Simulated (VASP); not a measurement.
# Si5S (P-6m2) in VASP: notebook

The runs below take Si5S through single point, relaxation of cell and atoms, with PBE.

Everything below comes from runs of VASP 6.6.1. Logs are shortened: lines on timing, memory, paths and dates and some standing lists are left out, and cuts for length are marked.

## 1. The cell of the first run

The structure is hexagonal, space group P-6m2 (No. 187). The conventional cell has a = 2.677 Å, b = 2.677 Å, c = 14.597 Å, α = 90.00°, β = 90.00°, γ = 120.00°. Within 3.5 Å of Si (site symmetry 3m) lie 9 Si at 2.68 to 2.76 Å and 3 S at 3.11 Å. Within 3.5 Å of Si (site symmetry 3m) lie 12 Si at 2.68 to 2.77 Å. Si (site symmetry -6m2) has 12 Si at 2.68 to 2.77 Å within 3.5 Å. Within 3.5 Å of S (site symmetry -6m2) lie 6 S at 2.68 Å and 6 Si at 3.11 Å.

The cell was generated, and may not be a known phase.

## 2. Single point, PBE

Contents of INCAR:

```
SYSTEM = Si5S
PREC = Accurate
ENCUT = 520
EDIFF = 1E-6
ISMEAR = 0
SIGMA = 0.1
LREAL = .False.
LASPH = .True.
NELM = 80
ALGO = Normal
ISIF = 2
LWAVE = .False.
LCHARG = .False.
GGA = PE
NBANDS = 22
```

Contents of KPOINTS:

```
Automatic mesh
0
Gamma
  18 18 4
  0 0 0
```

Contents of POSCAR:

```
Si5S
1.0
    2.6772778265      0.0000000000      0.0000000000
   -1.3386389132      2.3185906107      0.0000000000
    0.0000000000      0.0000000000     14.5966145539
Si S
5 1
Direct
    0.6666666667      0.3333333333      0.8149134020
    0.3333333333      0.6666666667      0.6578650166
    0.6666666667      0.3333333333      0.5000000000
    0.3333333333      0.6666666667      0.3421349834
    0.6666666667      0.3333333333      0.1850865980
    0.3333333333      0.6666666667      0.0000000000
```

Potentials or basis: VASP PAW PBE potentials, release 64 (Si, S).

Started as:

```sh
> cat potpaw_PBE.64/Si/POTCAR potpaw_PBE.64/S/POTCAR > POTCAR
> mpirun -np 1 vasp_std > vasp.out
```

OUTCAR:

```text
SYSTEM = Si5S
   PREC = Accurate
   ENCUT = 520
   EDIFF = 1E-6
   ISMEAR = 0
   LREAL = .False.
   LASPH = .True.
   NELM = 80
   ISIF = 2
   GGA = PE

 ion  position               nearest neighbor table
   1  0.667  0.333  0.815-   2 2.76   2 2.76   2 2.76
   2  0.333  0.667  0.658-   1 2.76   1 2.76   1 2.76   3 2.77   3 2.77   3 2.77
   3  0.667  0.333  0.500-   2 2.77   4 2.77   2 2.77   4 2.77   2 2.77   4 2.77
   4  0.333  0.667  0.342-   5 2.76   5 2.76   5 2.76   3 2.77   3 2.77   3 2.77
   5  0.667  0.333  0.185-   4 2.76   4 2.76   4 2.76
   6  0.333  0.667  0.000-

  LATTYP: Found a hexagonal cell.
 ALAT       =     2.6772778265
 C/A-ratio  =     5.4520357990

  Lattice vectors:

 A1 = (   2.6772778265,   0.0000000000,   0.0000000000)
 A2 = (  -1.3386389132,   2.3185906107,   0.0000000000)
 A3 = (   0.0000000000,   0.0000000000,  14.5966145539)

Analysis of symmetry for initial positions (statically):
=====================================================================
 Subroutine PRICEL returns:
 Original cell was already a primitive cell.

 Routine SETGRP: Setting up the symmetry group for a
 hexagonal supercell.

 Subroutine GETGRP returns: Found 12 space group operations
 (whereof 12 operations were pure point group operations)
 out of a pool of 24 trial point group operations.

The static configuration has the point symmetry D_3h.

Analysis of symmetry for dynamics (positions and initial velocities):
=====================================================================
 Subroutine PRICEL returns:
 Original cell was already a primitive cell.

 Routine SETGRP: Setting up the symmetry group for a
 hexagonal supercell.

 Subroutine GETGRP returns: Found 12 space group operations
 (whereof 12 operations were pure point group operations)
 out of a pool of 24 trial point group operations.

The dynamic configuration has the point symmetry D_3h.

 Subroutine INISYM returns: Found 12 space group operations
 (whereof 12 operations are pure point group operations),
 and found     1 'primitive' translations

----------------------------------------------------------------------------------------

                                     Primitive cell

  volume of cell :      90.6086

  direct lattice vectors                    reciprocal lattice vectors
     2.677277827  0.000000000  0.000000000     0.373513720  0.215648247  0.000000000
    -1.338638913  2.318590611  0.000000000     0.000000000  0.431296493  0.000000000
     0.000000000  0.000000000 14.596614554     0.000000000  0.000000000  0.068509037

  length of vectors
     2.677277827  2.677277826 14.596614554     0.431296493  0.431296493  0.068509037

  position of ions in fractional coordinates (direct lattice)
     0.666666667  0.333333333  0.814913402
     0.333333333  0.666666667  0.657865017
     0.666666667  0.333333333  0.500000000
     0.333333333  0.666666667  0.342134983
     0.666666667  0.333333333  0.185086598
     0.333333333  0.666666667  0.000000000

  ion indices of the primitive-cell ions
   primitive index   ion index
                 1           1
                 2           2
                 3           3
                 4           4
                 5           5
                 6           6

----------------------------------------------------------------------------------------

 KPOINTS: Automatic mesh

Automatic generation of k-mesh.
 Grid dimensions read from file:
 generate k-points for:   18   18    4

 Generating k-lattice:

  Cartesian coordinates                     Fractional coordinates (reciprocal lattice)
     0.020750762  0.011980458  0.000000000     0.055555556  0.000000000  0.000000000
     0.000000000  0.023960916  0.000000000     0.000000000  0.055555556  0.000000000
     0.000000000  0.000000000  0.017127259     0.000000000  0.000000000  0.250000000

  Length of vectors
     0.023960916  0.023960916  0.017127259

  Shift w.r.t. Gamma in fractional coordinates (k-lattice)
     0.000000000  0.000000000  0.000000000

 Subroutine IBZKPT returns following result:
 ===========================================

 Found    111 irreducible k-points:

 Following reciprocal coordinates:
            Coordinates               Weight
  0.000000  0.000000  0.000000      1.000000
  0.055556  0.000000  0.000000      6.000000
  0.111111  0.000000  0.000000      6.000000
  0.166667 -0.000000  0.000000      6.000000
  0.222222 -0.000000  0.000000      6.000000
  0.277778  0.000000  0.000000      6.000000
[... 16 lines left out ...]
  0.333333  0.111111  0.000000     12.000000
  0.388889  0.111111  0.000000     12.000000
 [... further k-points ...]
   k-points           NKPTS =    111   k-points in BZ     NKDIM =    111   number of bands    NBANDS=     22
   number of dos      NEDOS =    301   number of ions     NIONS =      6
   total plane-waves  NPLWV =  44800
   dimension x,y,z NGX =    20 NGY =   20 NGZ =  112
   dimension x,y,z NGXF=    40 NGYF=   40 NGZF=  224
   ions per type =               5   1
   NGX,Y,Z   is equivalent  to a cutoff of  12.42, 12.42, 12.76 a.u.
   NGXF,Y,Z  is equivalent  to a cutoff of  24.84, 24.84, 25.51 a.u.
 SYSTEM =  Si5S
   PREC   = accura    normal or accurate (medium, high low for compatibility)
   ISTART =      0    job   : 0-new  1-cont  2-samecut
   ICHARG =      2    charge: 1-file 2-atom 10-const
   ISPIN  =      1    spin polarized calculation?
   LNONCOLLINEAR =      F non collinear calculations
   LSORBIT =      F    spin-orbit coupling
   LASPH  =      T    aspherical Exc in radial PAW
   ENCUT  =  520.0 eV  38.22 Ry    6.18 a.u.   4.98  4.98 27.14*2*pi/ulx,y,z
   NELM   =     80;   NELMIN=  2; NELMDL= -5     # of ELM steps
   EDIFF  = 0.1E-05   stopping-criterion for ELM
   LREAL  =      F    real-space projection
   EDIFFG = 0.1E-04   stopping-criterion for IOM
   NSW    =      0    number of steps for IOM
   IBRION =     -1    ionic relax: 0-MD 1-quasi-New 2-CG
   NFREE  =      0    steps in history (QN), initial steepest desc. (CG)
   ISIF   =      2    stress and relaxation
   ISYM   =      2    0-nonsym 1-usesym 2-fastsym
   POTIM  = 0.5000    time-step for ionic-motion
   TEBEG  =    0.0;   TEEND  =   0.0 temperature during run
   PSTRESS=    0.0 pullay stress
   NELECT =      26.0000    total number of electrons
   NUPDOWN=      -1.0000    fix difference up-down
   EMIN   =  10.00;   EMAX   =-10.00  energy-range for DOS
   EFERMI =   0.00;   METHOD = LEGACY
   ISMEAR =     0;   SIGMA  =   0.10  broadening in eV -4-tet -1-fermi 0-gaus
   EFERMI_NEDOS =   21; number of points for ismear=-14 and -15
   IALGO  =     38    algorithm
   IMIX   =      4    mixing-type and parameters
     AMIX     =   0.40;   BMIX     =  1.00
     AMIX_MAG =   1.60;   BMIX_MAG =  1.00
  volume/ion in A,a.u.               =      15.10       101.91
  Fermi-wavevector in a.u.,A,eV,Ry     =   1.079799  2.040523 15.863915  1.165965
  Thomas-Fermi vector in A             =   2.215773
   LORBIT       =      0    0 simple, 1 ext, 2 COOP (PROOUT), +10 PAW based schemes
   GGA     = PE    functional components
   LHFCALC =     F    Hartree Fock is set to
   AEXX    =    0.0000 exact exchange contribution
   IVDW    =     0    specifies the selected vdW correction
   LEPSILON=     F    determine dielectric tensor
   LRPA    =     F    only Hartree local field effects (RPA)
 non-spin polarized calculation
 Gauss-broadening in eV      SIGMA  =   0.10
  energy-cutoff  :      520.00
  volume of cell :       90.61
 maximum number of plane-waves:      2487
 NGX is ok and might be reduce to    20
   NGX =  9   NGY =  9   NGZ = 55

 number of electron      26.0000001 magnetization

 Free energy of the ion-electron system (eV)
  ---------------------------------------------------
  ext. energy  EPLUGINS =         0.00000000
  ---------------------------------------------------
  free energy    TOTEN  =       -27.59467948 eV

  energy without entropy =      -27.58101595  energy(sigma->0) =      -27.58784772

 E-fermi :   9.3257     XC(G=0): -11.0422

 val. band max:        9.3245351024   @ k =   0.1111   0.1111   0.5000
 cond. band min:       9.3284752123   @ k =   0.1111   0.0556   0.5000
 fundamental gap:      0.0039401099
 Fermi energy:         9.3257114174

 k-point     1 :       0.0000    0.0000    0.0000
  band No.  band energies     occupation
      1      -6.7068      2.00000
      2      -4.9530      2.00000
      3      -4.3527      2.00000
      4      -3.0624      2.00000
      5      -1.8254      2.00000
      6       0.2439      2.00000
[... 14 lines left out ...]
     21      19.9013      0.00000
     22      19.9360      0.00000

 k-point     2 :       0.0556    0.0000    0.0000
  band No.  band energies     occupation
      1      -6.6332      2.00000
      2      -4.8698      2.00000
      3      -4.2696      2.00000
      4      -2.9800      2.00000
      5      -1.7430      2.00000
      6       0.3259      2.00000
[... 14 lines left out ...]
     21      19.3544      0.00000
     22      19.7490      0.00000

 k-point     3 :       0.1111    0.0000    0.0000
  band No.  band energies     occupation
      1      -6.4131      2.00000
      2      -4.6202      2.00000
      3      -4.0202      2.00000
      4      -2.7331      2.00000
      5      -1.4962      2.00000
      6       0.5716      2.00000
[... 14 lines left out ...]
     21      18.3420      0.00000
     22      18.4232      0.00000
[... 476 lines left out ...]
 k-point    23 :       0.3333    0.1111    0.0000
  band No.  band energies     occupation
      1      -3.2461      2.00000
      2      -0.6759      2.00000
      3      -0.0773      2.00000
      4       1.1486      2.00000
      5       2.3944      2.00000
      6       3.6854      2.00000
[... 14 lines left out ...]
     21      13.3387      0.00000
     22      14.1849      0.00000

 k-point    24 :       0.3889    0.1111    0.0000
  band No.  band energies     occupation
      1      -2.5792      2.00000
      2       0.5276      2.00000
      3       1.1290      2.00000
      4       2.2124      2.00000
      5       2.8471      2.00000
      6       3.5021      2.00000
[... 14 lines left out ...]
     21      13.0503      0.00000
     22      13.8556      0.00000

 [... further k-points ...]
[... 5 lines left out ...]
  --------------------------------------------------------------------------------------
  -------------------------------------------------------------------------------------
  Total       -0.0108689     -0.0108689     -0.0344817     -0.0000000      0.0000000     -0.0000000
  in kB       -0.1921886     -0.1921886     -0.6097186     -0.0000000      0.0000000     -0.0000000
  external PRESSURE =      -0.3313653 kB  Pullay stress =       0.0000000 kB

 VOLUME and BASIS-vectors are now :
 -----------------------------------------------------------------------------
  energy-cutoff  :      520.00
  volume of cell :       90.61
      direct lattice vectors                 reciprocal lattice vectors
     2.677277827  0.000000000  0.000000000     0.373513720  0.215648247  0.000000000
    -1.338638913  2.318590611  0.000000000     0.000000000  0.431296493  0.000000000
     0.000000000  0.000000000 14.596614554     0.000000000  0.000000000  0.068509037

 POSITION                                       TOTAL-FORCE (eV/Angst)
 -----------------------------------------------------------------------------------
      1.33864      0.77286     11.89498         0.000000     -0.000000     -0.003649
     -0.00000      1.54573      9.60260         0.000000      0.000000      0.001977
      1.33864      0.77286      7.29831         0.000000      0.000000      0.000000
     -0.00000      1.54573      4.99401         0.000000     -0.000000     -0.001977
      1.33864      0.77286      2.70164         0.000000     -0.000000      0.003649
     -0.00000      1.54573      0.00000        -0.000000     -0.000000      0.000000
 -----------------------------------------------------------------------------------
    total drift:                                0.000000     -0.000000     -0.000000

  FREE ENERGIE OF THE ION-ELECTRON SYSTEM (eV)
  ---------------------------------------------------
  free  energy   TOTEN  =       -27.5946794789 eV

  energy  without entropy=      -27.5810159528  energy(sigma->0) =      -27.58784772
```

Wall time 2.5 min (1 thread of Intel Xeon Platinum 8488C (Sapphire Rapids), shared host); peak memory 0.31 GiB.

Results:

```
Free energy            : -27.5947 eV
Pressure               : 0.0 GPa
Largest force          : 0.004 eV/Å
Band gap on the k mesh : zero (bands 13 and 14 overlap by 7.01 eV)
```

Forces in eV/Å, atoms in the order of the input:
```
Si   0.000  0.000 -0.004
Si   0.000  0.000  0.002
Si   0.000  0.000  0.000
Si   0.000  0.000 -0.002
Si   0.000  0.000  0.004
S    0.000  0.000  0.000
```

(Part 1 of 2 ends here.)
